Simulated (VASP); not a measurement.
Set up this calculation in VASP 6.6.1, as the native input.

- Task: single point
- Functional: LDA
- Potentials or basis: VASP PAW LDA potentials, release 64 (Cu, O)
- Cutoff: 520 eV
- k mesh: 9 × 9 × 9
- Occupations: fermi-dirac, width 0.05 eV
- Spin: no spin polarisation
- Dipole correction: no
- Further INCAR settings: ALGO = Normal; EDIFF = 1e-06; NBANDS = 30

The structure of Cu3O2 lies in POSCAR:

```
Cu3O2
1.0
   -1.9550592132      1.9550592132      3.5908404347
    1.9550592132     -1.9550592132      3.5908404347
    1.9550592132      1.9550592132     -3.5908404347
Cu O
3 2
Direct
    0.0000000000      0.0000000000      0.0000000000
    0.7500000000      0.2500000000      0.5000000000
    0.2500000000      0.7500000000      0.5000000000
    0.5000000000      0.0000000000      0.5000000000
    0.0000000000      0.5000000000      0.5000000000
```

These files were run (other wordings do the same):

INCAR

```
PREC = Accurate
ENCUT = 520
EDIFF = 1E-6
ISMEAR = -1
SIGMA = 0.05
LREAL = F
LASPH = T
NELM = 100
ALGO = Normal
ISIF = 2
LWAVE = F
LCHARG = T
GGA = CA
LELF = T
LVHAR = T
NBANDS = 30
```

KPOINTS

```
Automatic mesh
0
Gamma
  9 9 9
```

Potentials or basis: VASP PAW LDA potentials, release 64 (Cu, O).

Run with:

```console
$ cat potpaw_LDA.64/Cu/POTCAR potpaw_LDA.64/O/POTCAR > POTCAR
$ mpirun -np 1 vasp_std > vasp.out
```

Results of the run:

```
Pressure               : 1.2 GPa
Band gap on the k mesh : zero (an odd number of electrons rules out a gap without spin polarisation)
```

It took 7.6 min on 1 thread of Intel Xeon 8259CL, with other jobs on the host, peak memory 0.21 GiB.
